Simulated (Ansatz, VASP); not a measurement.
**TiO2 in VASP and in Ansatz**

```
Ti O
1.0
    -1.90894    1.90894    4.88894
     1.90894   -1.90894    4.88894
     1.90894    1.90894   -4.88894
Ti O
2 4
Direct
  0.00000 0.00000 0.00000
  0.75000 0.25000 0.50000
  0.20517 0.20517 0.00000
  0.95517 0.45517 0.50000
  0.54483 0.04483 0.50000
  0.79483 0.79483 0.00000
```

Alike in both runs: functional PBE; k mesh 8 × 8 × 8; occupations gaussian, width 0.1 eV; no spin polarisation; Hubbard terms Ti d U = 4.0 eV.

Ansatz relaxed the structure, and its values are those at the end. VASP's run is a single point on that final structure, the one shown.

```csv
,VASP,Ansatz
version,VASP 6.6.1,Ansatz 0.2.0
potentials or method,"VASP PAW PBE potentials, release 64 (Ti_sv, O), cutoff 520 eV","scalar-relativistic, plane waves, PAW"
valence electrons in the cell,48,48
```

```csv
,VASP,Ansatz,Ansatz less VASP
gap on the k mesh at the Fermi level (eV),2.69,2.65,-0.039
least direct gap on the mesh (eV),2.96,2.91,-0.040
pressure (GPa),4.2,0.0,-4.18
rms of the force components (eV/Å),0.077,0.006,-0.0710
```

The programs project onto different local orbitals, so the same U acts differently, and such runs can settle in different states.
